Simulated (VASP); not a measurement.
# In3Se (Im-3m) in VASP: notebook

In3Se is run at these levels: PBE; tasks: single point.

All numbers are computed with VASP 6.6.1; they aren't measurements. Logs are shortened: lines on timing, memory, paths and dates and some standing lists are left out, and cuts for length are marked.

## Step 1: The cell of the first run

The structure is cubic, space group Im-3m (No. 229). Conventional cell: a = 6.074 Å, b = 6.074 Å, c = 6.074 Å, α = 90.00°, β = 90.00°, γ = 90.00°. In (site symmetry 4/mmm) has 4 In at 3.04 Å and 2 Se at 3.04 Å within 4.0 Å. Within 4.0 Å of Se (site symmetry m-3m) lie 6 In at 3.04 Å.

## Step 2: Single point, PBE

Input file INCAR:

```
SYSTEM = In3Se
PREC = Accurate
ENCUT = 520
EDIFF = 1E-6
ISMEAR = 0
SIGMA = 0.1
LREAL = .False.
LASPH = .True.
NELM = 100
ALGO = Normal
ISIF = 2
LWAVE = .False.
LCHARG = .False.
GGA = PE
NBANDS = 30
```

Input file KPOINTS:

```
regular mesh
0
Gamma
  12 12 12
  0 0 0
```

Input file POSCAR:

```
In3Se
1.0
   -3.0371379047      3.0371379047      3.0371379047
    3.0371379047     -3.0371379047      3.0371379047
    3.0371379047      3.0371379047     -3.0371379047
In Se
3 1
Direct
    0.0000000000      0.5000000000      0.5000000000
    0.5000000000      0.0000000000      0.5000000000
    0.5000000000      0.5000000000      0.0000000000
    0.0000000000      0.0000000000      0.0000000000
```

Potentials or basis: VASP PAW PBE potentials, release 64 (In_d, Se).

Launch:

```bash
$ cat potpaw_PBE.64/In_d/POTCAR potpaw_PBE.64/Se/POTCAR > POTCAR
$ mpirun -np 1 vasp_std > vasp.out
```

OUTCAR:

```text
SYSTEM = In3Se
   PREC = Accurate
   ENCUT = 520
   EDIFF = 1E-6
   ISMEAR = 0
   LREAL = .False.
   LASPH = .True.
   NELM = 100
   ISIF = 2
   GGA = PE

 ion  position               nearest neighbor table
   1  0.000  0.500  0.500-   2 3.04   3 3.04   4 3.04   4 3.04   3 3.04   2 3.04
   2  0.500  0.000  0.500-   1 3.04   3 3.04   4 3.04   3 3.04   4 3.04   1 3.04
   3  0.500  0.500  0.000-   1 3.04   2 3.04   4 3.04   2 3.04   1 3.04   4 3.04
   4  0.000  0.000  0.000-   1 3.04   2 3.04   3 3.04   1 3.04   2 3.04   3 3.04

  LATTYP: Found a body centered cubic cell.
 ALAT       =     6.0742758094

  Lattice vectors:

 A1 = (  -3.0371379047,   3.0371379047,   3.0371379047)
 A2 = (   3.0371379047,  -3.0371379047,   3.0371379047)
 A3 = (   3.0371379047,   3.0371379047,  -3.0371379047)

Analysis of symmetry for initial positions (statically):
=====================================================================
 Subroutine PRICEL returns:
 Original cell was already a primitive cell.

 Routine SETGRP: Setting up the symmetry group for a
 body centered cubic supercell.

 Subroutine GETGRP returns: Found 48 space group operations
 (whereof 48 operations were pure point group operations)
 out of a pool of 48 trial point group operations.

The static configuration has the point symmetry O_h .

Analysis of symmetry for dynamics (positions and initial velocities):
=====================================================================
 Subroutine PRICEL returns:
 Original cell was already a primitive cell.

 Routine SETGRP: Setting up the symmetry group for a
 body centered cubic supercell.

 Subroutine GETGRP returns: Found 48 space group operations
 (whereof 48 operations were pure point group operations)
 out of a pool of 48 trial point group operations.

The dynamic configuration has the point symmetry O_h .

 Subroutine INISYM returns: Found 48 space group operations
 (whereof 48 operations are pure point group operations),
 and found     1 'primitive' translations

----------------------------------------------------------------------------------------

                                     Primitive cell

  volume of cell :     112.0608

  direct lattice vectors                    reciprocal lattice vectors
    -3.037137905  3.037137905  3.037137905     0.000000000  0.164628679  0.164628679
     3.037137905 -3.037137905  3.037137905     0.164628679  0.000000000  0.164628679
     3.037137905  3.037137905 -3.037137905     0.164628679  0.164628679  0.000000000

  length of vectors
     5.260477161  5.260477161  5.260477161     0.232820110  0.232820110  0.232820110

  position of ions in fractional coordinates (direct lattice)
     0.000000000  0.500000000  0.500000000
     0.500000000  0.000000000  0.500000000
     0.500000000  0.500000000  0.000000000
     0.000000000  0.000000000  0.000000000

  ion indices of the primitive-cell ions
   primitive index   ion index
                 1           1
                 2           2
                 3           3
                 4           4

----------------------------------------------------------------------------------------

 KPOINTS: regular mesh

Automatic generation of k-mesh.
 Grid dimensions read from file:
 generate k-points for:   12   12   12

 Generating k-lattice:

  Cartesian coordinates                     Fractional coordinates (reciprocal lattice)
     0.000000000  0.013719057  0.013719057     0.083333333  0.000000000  0.000000000
     0.013719057  0.000000000  0.013719057     0.000000000  0.083333333  0.000000000
     0.013719057  0.013719057  0.000000000     0.000000000  0.000000000  0.083333333

  Length of vectors
     0.019401676  0.019401676  0.019401676

  Shift w.r.t. Gamma in fractional coordinates (k-lattice)
     0.000000000  0.000000000  0.000000000

 Subroutine IBZKPT returns following result:
 ===========================================

 Found     72 irreducible k-points:

 Following reciprocal coordinates:
            Coordinates               Weight
  0.000000  0.000000  0.000000      1.000000
  0.083333  0.000000  0.000000     12.000000
  0.166667  0.000000  0.000000     12.000000
  0.250000  0.000000  0.000000     12.000000
  0.333333  0.000000  0.000000     12.000000
  0.416667  0.000000  0.000000     12.000000
[... 16 lines left out ...]
  0.333333  0.083333  0.083333     24.000000
  0.416667  0.083333  0.083333     12.000000
 [... further k-points ...]
   k-points           NKPTS =     72   k-points in BZ     NKDIM =     72   number of bands    NBANDS=     30
   number of dos      NEDOS =    301   number of ions     NIONS =      4
   total plane-waves  NPLWV =  64000
   dimension x,y,z NGX =    40 NGY =   40 NGZ =   40
   dimension x,y,z NGXF=    80 NGYF=   80 NGZF=   80
   ions per type =               3   1
   NGX,Y,Z   is equivalent  to a cutoff of  12.64, 12.64, 12.64 a.u.
   NGXF,Y,Z  is equivalent  to a cutoff of  25.28, 25.28, 25.28 a.u.
 SYSTEM =  In3Se
   PREC   = accura    normal or accurate (medium, high low for compatibility)
   ISTART =      0    job   : 0-new  1-cont  2-samecut
   ICHARG =      2    charge: 1-file 2-atom 10-const
   ISPIN  =      1    spin polarized calculation?
   LNONCOLLINEAR =      F non collinear calculations
   LSORBIT =      F    spin-orbit coupling
   LASPH  =      T    aspherical Exc in radial PAW
   ENCUT  =  520.0 eV  38.22 Ry    6.18 a.u.   9.78  9.78  9.78*2*pi/ulx,y,z
   NELM   =    100;   NELMIN=  2; NELMDL= -5     # of ELM steps
   EDIFF  = 0.1E-05   stopping-criterion for ELM
   LREAL  =      F    real-space projection
   EDIFFG = 0.1E-04   stopping-criterion for IOM
   NSW    =      0    number of steps for IOM
   IBRION =     -1    ionic relax: 0-MD 1-quasi-New 2-CG
   NFREE  =      0    steps in history (QN), initial steepest desc. (CG)
   ISIF   =      2    stress and relaxation
   ISYM   =      2    0-nonsym 1-usesym 2-fastsym
   POTIM  = 0.5000    time-step for ionic-motion
   TEBEG  =    0.0;   TEEND  =   0.0 temperature during run
   PSTRESS=    0.0 pullay stress
   NELECT =      45.0000    total number of electrons
   NUPDOWN=      -1.0000    fix difference up-down
   EMIN   =  10.00;   EMAX   =-10.00  energy-range for DOS
   EFERMI =   0.00;   METHOD = LEGACY
   ISMEAR =     0;   SIGMA  =   0.10  broadening in eV -4-tet -1-fermi 0-gaus
   EFERMI_NEDOS =   21; number of points for ismear=-14 and -15
   IALGO  =     38    algorithm
   IMIX   =      4    mixing-type and parameters
     AMIX     =   0.40;   BMIX     =  1.00
     AMIX_MAG =   1.60;   BMIX_MAG =  1.00
  volume/ion in A,a.u.               =      28.02       189.06
  Fermi-wavevector in a.u.,A,eV,Ry     =   1.207799  2.282408 19.847870  1.458777
  Thomas-Fermi vector in A             =   2.343425
   LORBIT       =      0    0 simple, 1 ext, 2 COOP (PROOUT), +10 PAW based schemes
   GGA     = PE    functional components
   LHFCALC =     F    Hartree Fock is set to
   AEXX    =    0.0000 exact exchange contribution
   IVDW    =     0    specifies the selected vdW correction
   LEPSILON=     F    determine dielectric tensor
   LRPA    =     F    only Hartree local field effects (RPA)
 non-spin polarized calculation
 Gauss-broadening in eV      SIGMA  =   0.10
  energy-cutoff  :      520.00
  volume of cell :      112.06
 maximum number of plane-waves:      3044
   NGX = 19   NGY = 19   NGZ = 19

 number of electron      45.0000012 magnetization

 Free energy of the ion-electron system (eV)
  ---------------------------------------------------
  ext. energy  EPLUGINS =         0.00000000
  ---------------------------------------------------
  free energy    TOTEN  =       -11.70013872 eV

  energy without entropy =      -11.69470097  energy(sigma->0) =      -11.69741985

 E-fermi :   5.3850     XC(G=0):  -9.5924

 val. band max:        5.3748314026   @ k =   0.0833   0.0000   0.0000
 cond. band min:       5.4196581156   @ k =  -0.3333   0.3333   0.3333
 fundamental gap:      0.0448267129
 Fermi energy:         5.3849624320

 k-point     1 :       0.0000    0.0000    0.0000
  band No.  band energies     occupation
      1      -9.3216      2.00000
      2      -9.3216      2.00000
      3      -9.1845      2.00000
      4      -9.1010      2.00000
      5      -9.1010      2.00000
      6      -9.1010      2.00000
[... 22 lines left out ...]
     29      11.2380      0.00000
     30      11.2380      0.00000

 k-point     2 :       0.0833    0.0000    0.0000
  band No.  band energies     occupation
      1      -9.3177      2.00000
      2      -9.3097      2.00000
      3      -9.1766      2.00000
      4      -9.0974      2.00000
      5      -9.0965      2.00000
      6      -9.0941      2.00000
[... 22 lines left out ...]
     29      10.9304      0.00000
     30      10.9599      0.00000

 k-point     3 :       0.1667    0.0000    0.0000
  band No.  band energies     occupation
      1      -9.3071      2.00000
      2      -9.2746      2.00000
      3      -9.1531      2.00000
      4      -9.0871      2.00000
      5      -9.0836      2.00000
      6      -9.0738      2.00000
[... 22 lines left out ...]
     29      10.2257      0.00000
     30      10.7503      0.00000

 k-point     4 :       0.2500    0.0000    0.0000
  band No.  band energies     occupation
      1      -9.2933      2.00000
      2      -9.2184      2.00000
      3      -9.1153      2.00000
      4      -9.0717      2.00000
      5      -9.0639      2.00000
      6      -9.0420      2.00000
[... 616 lines left out ...]
     29      12.1860      0.00000
     30      12.2121      0.00000

 k-point    23 :       0.3333    0.0833    0.0833
  band No.  band energies     occupation
      1      -9.2312      2.00000
      2      -9.0577      2.00000
      3      -9.0234      2.00000
      4      -9.0045      2.00000
      5      -9.0006      2.00000
      6      -8.9535      2.00000
[... 22 lines left out ...]
     29      11.5319      0.00000
     30      11.6939      0.00000

 k-point    24 :       0.4167    0.0833    0.0833
  band No.  band energies     occupation
      1      -9.2273      2.00000
      2      -9.0167      2.00000
      3      -8.9976      2.00000
      4      -8.9720      2.00000
      5      -8.9575      2.00000
      6      -8.9524      2.00000
[... 22 lines left out ...]
     29      10.6399      0.00000
     30      11.2175      0.00000

 [... further k-points ...]

------------------------ aborting loop because EDIFF is reached ----------------------------------------

  FORCE on cell =-STRESS in cart. coord.  units (eV):
  Direction    XX          YY          ZZ          XY          YZ          ZX
  --------------------------------------------------------------------------------------
  -------------------------------------------------------------------------------------
  Total       -0.0395919     -0.0395919     -0.0395919     -0.0000000      0.0000000     -0.0000000
  in kB       -0.5660613     -0.5660613     -0.5660613     -0.0000000      0.0000000     -0.0000000
  external PRESSURE =      -0.5660613 kB  Pullay stress =       0.0000000 kB

 VOLUME and BASIS-vectors are now :
 -----------------------------------------------------------------------------
  energy-cutoff  :      520.00
  volume of cell :      112.06
      direct lattice vectors                 reciprocal lattice vectors
    -3.037137905  3.037137905  3.037137905     0.000000000  0.164628679  0.164628679
     3.037137905 -3.037137905  3.037137905     0.164628679  0.000000000  0.164628679
     3.037137905  3.037137905 -3.037137905     0.164628679  0.164628679  0.000000000

 POSITION                                       TOTAL-FORCE (eV/Angst)
 -----------------------------------------------------------------------------------
      3.03714      0.00000      0.00000         0.000000     -0.000000      0.000000
      0.00000      3.03714      0.00000        -0.000000     -0.000000     -0.000000
      0.00000      0.00000      3.03714         0.000000      0.000000     -0.000000
      0.00000      0.00000      0.00000         0.000000      0.000000      0.000000
 -----------------------------------------------------------------------------------
    total drift:                               -0.000000     -0.000000      0.000000

  FREE ENERGIE OF THE ION-ELECTRON SYSTEM (eV)
  ---------------------------------------------------
  free  energy   TOTEN  =       -11.7001387220 eV

  energy  without entropy=      -11.6947009697  energy(sigma->0) =      -11.69741985
```

Run time: 3.7 min. Hardware: 1 thread of Intel Xeon 6975P-C, shared host; peak memory 0.37 GiB.

Results:

| Property | Result |
| --- | --- |
| Free energy | -11.7001 eV |
| Pressure | -0.1 GPa |

Caveat: spin-orbit coupling is left out, which moves the levels of the heavy elements.

## Step 3: Single point, PBE (volume scaled by 1.03)

INCAR is that of step 2.

Input file KPOINTS:

```
Automatic mesh
0
Gamma
  12 12 12
  0 0 0
```

Input file POSCAR:

```
In3Se
1.0
   -3.0672105328      3.0672105328      3.0672105328
    3.0672105328     -3.0672105328      3.0672105328
    3.0672105328      3.0672105328     -3.0672105328
In Se
3 1
Direct
    0.0000000000      0.5000000000      0.5000000000
    0.5000000000      0.0000000000      0.5000000000
    0.5000000000      0.5000000000      0.0000000000
    0.0000000000      0.0000000000      0.0000000000
```

Potentials or basis: VASP PAW PBE potentials, release 64 (In_d, Se).

Launch:

```bash
$ cat potpaw_PBE.64/In_d/POTCAR potpaw_PBE.64/Se/POTCAR > POTCAR
$ mpirun -np 1 vasp_std > vasp.out
```

It took 3.8 min on 1 thread of Intel Xeon 6975P-C, shared host; peak memory 0.38 GiB.

It converged, with:

```
Free energy : -11.6898 eV
Pressure    : -1.0 GPa
```

Levels at points of the mesh, in eV from the Fermi level:
```csv
k point,band 18,band 19,band 20,band 21,band 22,band 23,band 24,band 25,band 26,band 27
"(0.00, 0.00, 0.00)",-2.54,-2.54,-2.54,-1.48,-1.48,-0.29,-0.29,-0.29,4.13,4.13
"(0.50, 0.00, 0.00)",-4.89,-3.68,-2.81,-0.98,-0.25,-0.08,1.73,2.17,3.92,4.91
"(0.50, 0.50, 0.50)",-5.18,-3.82,-3.82,-3.82,0.55,0.55,0.55,0.56,6.88,6.88
```

Caveat: spin-orbit coupling is left out, which moves the levels of the heavy elements.
